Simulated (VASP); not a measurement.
Wanted: the native input for a VASP 6.6.1 run.

```
Task                   : single point
Functional             : LDA
Potentials or basis    : VASP PAW LDA potentials, release 64 (Zn)
Cutoff                 : 520 eV
k mesh                 : 12 × 12 × 12
Occupations            : fermi-dirac, width 0.05 eV
Spin                   : no spin polarisation
Dipole correction      : no
Further INCAR settings : ALGO = Fast; EDIFF = 1e-06; NBANDS = 12
```

The structure of Zn lies in POSCAR:

```
Zn
1.0
   -1.5690370000      1.5690370000      1.5690370000
    1.5690370000     -1.5690370000      1.5690370000
    1.5690370000      1.5690370000     -1.5690370000
Zn
1
Direct
    0.0000000000      0.0000000000      0.0000000000
```

One way to write it, as run:

INCAR

```
ALGO = Fast
EDIFF = 1E-6
ENCUT = 520
GGA = CA
ISIF = 2
ISMEAR = -1
LASPH = T
LCHARG = F
LREAL = F
LWAVE = F
NBANDS = 12
NELM = 80
PREC = Accurate
SIGMA = 0.05
```

KPOINTS

```
k-points
0
Gamma
  12 12 12
```

Potentials or basis: VASP PAW LDA potentials, release 64 (Zn).

Launch:

```sh
$ cat potpaw_LDA.64/Zn/POTCAR > POTCAR
$ mpirun -np 1 vasp_std > vasp.out
```

It gave:

```yaml
Pressure: -7.9 GPa
Band_gap_on_the_k_mesh: zero (band 6 reaches 6.98 eV, above the bottom of band 7 at 1.80 eV)
```

Wall time 11 s on 1 thread of AMD EPYC 7R43 64-Core Processor (Zen 3), on a shared host, peak memory 0.09 GiB.
